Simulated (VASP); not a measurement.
# ScRu3 (Pm-3m) in VASP: single point with PBE

Aim: the single point of ScRu3 with PBE.

Program: VASP 6.6.1. These are calculated values, not measurements. Logs are shortened: lines on timing, memory, paths and dates and some standing lists are left out, and cuts for length are marked.

## 1. The cell of the first run

The structure is cubic, space group Pm-3m (No. 221). Conventional cell: a = 4.051 Å, b = 4.051 Å, c = 4.051 Å, α = 90.00°, β = 90.00°, γ = 90.00°. Sc (site symmetry m-3m) has 6 Ru at 2.03 Å within 2.7 Å. Ru (site symmetry 4/mmm) has 2 Sc at 2.03 Å within 2.7 Å.

The cell was generated, and may not be a known phase.

## 2. Single point, PBE

Input file INCAR:

```
SYSTEM = ScRu3
  PREC = Accurate
  ENCUT = 560
  EDIFF = 1E-6
  ISMEAR = 0
  SIGMA = 0.1
  LREAL = .FALSE.
  LASPH = .TRUE.
  NELM = 120
  ALGO = Normal
  ISIF = 2
  LWAVE = .FALSE.
  LCHARG = .TRUE.
  GGA = PE
  LELF = .TRUE.
  LVHAR = .TRUE.
  NBANDS = 38
  GGA_COMPAT = .FALSE.
```

Input file KPOINTS:

```
regular mesh
0
G
  4 4 4
  0 0 0
```

Input file POSCAR:

```
ScRu3
1.0
    4.0506804300      0.0000000000      0.0000000000
    0.0000000000      4.0506804300      0.0000000000
    0.0000000000      0.0000000000      4.0506804300
Sc Ru
1 3
Direct
    0.5000000000      0.5000000000      0.5000000000
    0.0000000000      0.5000000000      0.5000000000
    0.5000000000      0.0000000000      0.5000000000
    0.5000000000      0.5000000000      0.0000000000
```

Potentials or basis: VASP PAW PBE potentials, release 64 (Sc_sv, Ru_sv).

Run with:

```
cat potpaw_PBE.64/Sc_sv/POTCAR potpaw_PBE.64/Ru_sv/POTCAR > POTCAR
mpirun -np 1 vasp_std > vasp.out
```

OUTCAR:

```text
SYSTEM = ScRu3
   PREC = Accurate
   ENCUT = 560
   EDIFF = 1E-6
   ISMEAR = 0
   LREAL = .FALSE.
   LASPH = .TRUE.
   NELM = 120
   ISIF = 2
   GGA = PE

 ion  position               nearest neighbor table
   1  0.500  0.500  0.500-   2 2.03   3 2.03   4 2.03   4 2.03   3 2.03   2 2.03
   2  0.000  0.500  0.500-   1 2.03   1 2.03
   3  0.500  0.000  0.500-   1 2.03   1 2.03
   4  0.500  0.500  0.000-   1 2.03   1 2.03

  LATTYP: Found a simple cubic cell.
 ALAT       =     4.0506804300

  Lattice vectors:

 A1 = (   4.0506804300,   0.0000000000,   0.0000000000)
 A2 = (   0.0000000000,   4.0506804300,   0.0000000000)
 A3 = (   0.0000000000,   0.0000000000,   4.0506804300)

Analysis of symmetry for initial positions (statically):
=====================================================================
 Subroutine PRICEL returns:
 Original cell was already a primitive cell.

 Routine SETGRP: Setting up the symmetry group for a
 simple cubic supercell.

 Subroutine GETGRP returns: Found 48 space group operations
 (whereof 48 operations were pure point group operations)
 out of a pool of 48 trial point group operations.

The static configuration has the point symmetry O_h .

Analysis of symmetry for dynamics (positions and initial velocities):
=====================================================================
 Subroutine PRICEL returns:
 Original cell was already a primitive cell.

 Routine SETGRP: Setting up the symmetry group for a
 simple cubic supercell.

 Subroutine GETGRP returns: Found 48 space group operations
 (whereof 48 operations were pure point group operations)
 out of a pool of 48 trial point group operations.

The dynamic configuration has the point symmetry O_h .

 Subroutine INISYM returns: Found 48 space group operations
 (whereof 48 operations are pure point group operations),
 and found     1 'primitive' translations

----------------------------------------------------------------------------------------

                                     Primitive cell

  volume of cell :      66.4636

  direct lattice vectors                    reciprocal lattice vectors
     4.050680430  0.000000000  0.000000000     0.246872104  0.000000000  0.000000000
     0.000000000  4.050680430  0.000000000     0.000000000  0.246872104  0.000000000
     0.000000000  0.000000000  4.050680430     0.000000000  0.000000000  0.246872104

  length of vectors
     4.050680430  4.050680430  4.050680430     0.246872104  0.246872104  0.246872104
[... 70 lines left out ...]
   EDIFF  = 0.1E-05   stopping-criterion for ELM
   LREAL  =      F    real-space projection
   EDIFFG = 0.1E-04   stopping-criterion for IOM
   NSW    =      0    number of steps for IOM
   IBRION =     -1    ionic relax: 0-MD 1-quasi-New 2-CG
   NFREE  =      0    steps in history (QN), initial steepest desc. (CG)
   ISIF   =      2    stress and relaxation
   ISYM   =      2    0-nonsym 1-usesym 2-fastsym
   POTIM  = 0.5000    time-step for ionic-motion
   TEBEG  =    0.0;   TEEND  =   0.0 temperature during run
   PSTRESS=    0.0 pullay stress
   NELECT =      59.0000    total number of electrons
   NUPDOWN=      -1.0000    fix difference up-down
   EMIN   =  10.00;   EMAX   =-10.00  energy-range for DOS
   EFERMI =   0.00;   METHOD = LEGACY
   ISMEAR =     0;   SIGMA  =   0.10  broadening in eV -4-tet -1-fermi 0-gaus
   EFERMI_NEDOS =   21; number of points for ismear=-14 and -15
   IALGO  =     38    algorithm
   IMIX   =      4    mixing-type and parameters
     AMIX     =   0.40;   BMIX     =  1.00
     AMIX_MAG =   1.60;   BMIX_MAG =  1.00
  volume/ion in A,a.u.               =      16.62       112.13
  Fermi-wavevector in a.u.,A,eV,Ry     =   1.573370  2.973238 33.681127  2.475493
  Thomas-Fermi vector in A             =   2.674665
   LORBIT       =      0    0 simple, 1 ext, 2 COOP (PROOUT), +10 PAW based schemes
   GGA     = PE    functional components
   LHFCALC =     F    Hartree Fock is set to
   AEXX    =    0.0000 exact exchange contribution
   IVDW    =     0    specifies the selected vdW correction
   LEPSILON=     F    determine dielectric tensor
   LRPA    =     F    only Hartree local field effects (RPA)
 non-spin polarized calculation
 Gauss-broadening in eV      SIGMA  =   0.10
  energy-cutoff  :      560.00
  volume of cell :       66.46
 maximum number of plane-waves:      2016
 NGX is ok and might be reduce to    32
   NGX = 15   NGY = 15   NGZ = 15

 number of electron      59.0000031 magnetization

 Free energy of the ion-electron system (eV)
  ---------------------------------------------------
  ext. energy  EPLUGINS =         0.00000000
  ---------------------------------------------------
  free energy    TOTEN  =       -19.00334703 eV

  energy without entropy =      -18.97171344  energy(sigma->0) =      -18.98753023

 E-fermi :   9.2478     XC(G=0): -12.0151

 val. band max:        9.2229732685   @ k =   0.5000   0.0000   0.0000
 cond. band min:       9.3038902036   @ k =   0.5000   0.2500   0.0000
 fundamental gap:      0.0809169351
 Fermi energy:         9.2477891317

 k-point     1 :       0.0000    0.0000    0.0000
  band No.  band energies     occupation
      1     -63.2537      2.00000
      2     -63.1294      2.00000
      3     -63.1294      2.00000
      4     -38.2594      2.00000
      5     -34.2982      2.00000
      6     -34.2982      2.00000
[... 399 lines left out ...]
     37      14.0924      0.00000
     38      14.7368      0.00000

------------------------ aborting loop because EDIFF is reached ----------------------------------------

  FORCE on cell =-STRESS in cart. coord.  units (eV):
  Direction    XX          YY          ZZ          XY          YZ          ZX
  --------------------------------------------------------------------------------------
  -------------------------------------------------------------------------------------
  Total       27.0447207     27.0447207     27.0447207      0.0000000      0.0000000     -0.0000000
  in kB      651.9422664    651.9422664    651.9422664      0.0000000      0.0000000     -0.0000000
  external PRESSURE =     651.9422664 kB  Pullay stress =       0.0000000 kB

 VOLUME and BASIS-vectors are now :
 -----------------------------------------------------------------------------
  energy-cutoff  :      560.00
  volume of cell :       66.46
      direct lattice vectors                 reciprocal lattice vectors
     4.050680430  0.000000000  0.000000000     0.246872104  0.000000000  0.000000000
     0.000000000  4.050680430  0.000000000     0.000000000  0.246872104  0.000000000
     0.000000000  0.000000000  4.050680430     0.000000000  0.000000000  0.246872104

 POSITION                                       TOTAL-FORCE (eV/Angst)
 -----------------------------------------------------------------------------------
      2.02534      2.02534      2.02534         0.000000      0.000000      0.000000
      0.00000      2.02534      2.02534         0.000000      0.000000      0.000000
      2.02534      0.00000      2.02534         0.000000      0.000000      0.000000
      2.02534      2.02534      0.00000         0.000000      0.000000      0.000000
 -----------------------------------------------------------------------------------
    total drift:                                0.000000     -0.000000     -0.000000

  FREE ENERGIE OF THE ION-ELECTRON SYSTEM (eV)
  ---------------------------------------------------
  free  energy   TOTEN  =       -19.0033470272 eV

  energy  without entropy=      -18.9717134395  energy(sigma->0) =      -18.98753023
```

OSZICAR:

```text
N       E                     dE             d eps       ncg     rms          rms(c)
DAV:   1     0.106579178893E+04    0.10658E+04   -0.37588E+04   792   0.191E+03
DAV:   2     0.642657274436E+02   -0.10015E+04   -0.97525E+03   796   0.653E+02
DAV:   3    -0.160285334780E+02   -0.80294E+02   -0.74464E+02  1040   0.188E+02
DAV:   4    -0.206397011130E+02   -0.46112E+01   -0.44843E+01  1200   0.458E+01
DAV:   5    -0.207167099516E+02   -0.77009E-01   -0.75391E-01   892   0.488E+00    0.554E+01
DAV:   6    -0.193957476615E+02    0.13210E+01   -0.12491E+01  1082   0.355E+01    0.342E+01
DAV:   7    -0.191296163541E+02    0.26613E+00   -0.30552E+00  1000   0.203E+01    0.146E+01
DAV:   8    -0.190015397131E+02    0.12808E+00   -0.55156E-01  1044   0.689E+00    0.711E-01
DAV:   9    -0.190030930590E+02   -0.15533E-02   -0.25149E-02  1102   0.128E+00    0.338E-01
DAV:  10    -0.190035851067E+02   -0.49205E-03   -0.46861E-03  1002   0.526E-01    0.271E-01
DAV:  11    -0.190033236487E+02    0.26146E-03   -0.10093E-03  1046   0.305E-01    0.299E-02
DAV:  12    -0.190033433796E+02   -0.19731E-04   -0.74717E-05   920   0.598E-02    0.215E-02
DAV:  13    -0.190033478458E+02   -0.44663E-05   -0.92569E-06   772   0.201E-02    0.711E-03
DAV:  14    -0.190033470272E+02    0.81862E-06   -0.52686E-07   518   0.947E-03
   1 F= -.19003347E+02 E0= -.18987530E+02  d E =-.316336E-01
```

stdout:

```text
POSCAR found type information on POSCAR ScRu
 POSCAR found :  2 types and       4 ions
 scaLAPACK will be used
 LDA part: xc-table for (Slater+PW92), standard interpolation
 POSCAR, INCAR and KPOINTS ok, starting setup
 FFT: planning ... GRIDC
 FFT: planning ... GRID_SOFT
 FFT: planning ... GRID
 WAVECAR not read
 entering main loop
```

Wall time 22 s (1 thread of Intel Xeon Platinum 8488C (Sapphire Rapids), shared host); peak memory 0.18 GiB.

Results:

```
Free energy            : -19.0033 eV
Pressure               : 65.2 GPa
Band gap on the k mesh : zero (an odd number of electrons rules out a gap without spin polarisation)
```

Levels at points of the mesh, in eV from the Fermi level:
```csv
k point,band 26,band 27,band 28,band 29,band 30,band 31,band 32,band 33
"(0.00, 0.00, 0.00)",-0.45,-0.45,-0.45,1.00,1.00,1.00,1.45,4.57
"(0.50, 0.00, 0.00)",-1.82,-0.86,-0.76,-0.57,-0.57,-0.02,1.00,1.37
"(0.50, 0.50, 0.00)",-1.95,-1.15,-0.88,0.32,0.35,0.35,0.90,1.40
"(0.50, 0.50, 0.50)",-0.10,0.24,0.24,0.24,0.24,0.24,1.00,1.00
```

Caveat: the k points lie up to 0.39 Å⁻¹ apart, too coarse for converged energies and pressures of a metal; atoms lie so close that the PAW spheres overlap strongly, which falsifies energies and pressures.

The gap in the log of VASP goes by the Fermi energy; the results here count the filled bands.